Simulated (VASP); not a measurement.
Here is a VASP 6.6.1 calculation.

Contents of INCAR:

```
SYSTEM = Zn2CdTe3
ALGO = Normal ; EDIFF = 1E-6
ENCUT = 520 ; GGA = PE
ISIF = 2 ; ISMEAR = 0
LASPH = .True. ; LCHARG = .True.
LELF = .True. ; LREAL = .False.
LVHAR = .True. ; LWAVE = .False.
NBANDS = 36 ; NELM = 100
PREC = Accurate ; SIGMA = 0.1
```

Contents of KPOINTS:

```
k-points
0
Gamma
  6 6 8
  0 0 0
```

POSCAR

```
Zn2CdTe3
1.0
    7.1868561104      0.0000000034      0.0000000000
   -3.5934280581      6.2239999632      0.0000000000
    0.0000000000      0.0000000000      3.9117453287
Zn Cd Te
2 1 3
Direct
    0.3333333333      0.6666666667      0.0000000000
    0.6666666667      0.3333333333      0.0000000000
    0.0000000000      0.0000000000      0.0000000000
    0.5000000000      0.0000000000      0.5000000000
    0.0000000000      0.5000000000      0.5000000000
    0.5000000000      0.5000000000      0.5000000000
```

Potentials or basis: VASP PAW PBE potentials, release 64 (Zn, Cd, Te).

The run is started by

```bash
$ cat potpaw_PBE.64/Zn/POTCAR potpaw_PBE.64/Cd/POTCAR potpaw_PBE.64/Te/POTCAR > POTCAR
$ mpirun -np 1 vasp_std > vasp.out
```

Predict the pressure.

0.0 GPa.

Predict the band gap on the k mesh.

zero (bands 27 and 28 overlap by 1.08 eV).

Caveat: spin-orbit coupling is left out, which moves the levels of the heavy elements.
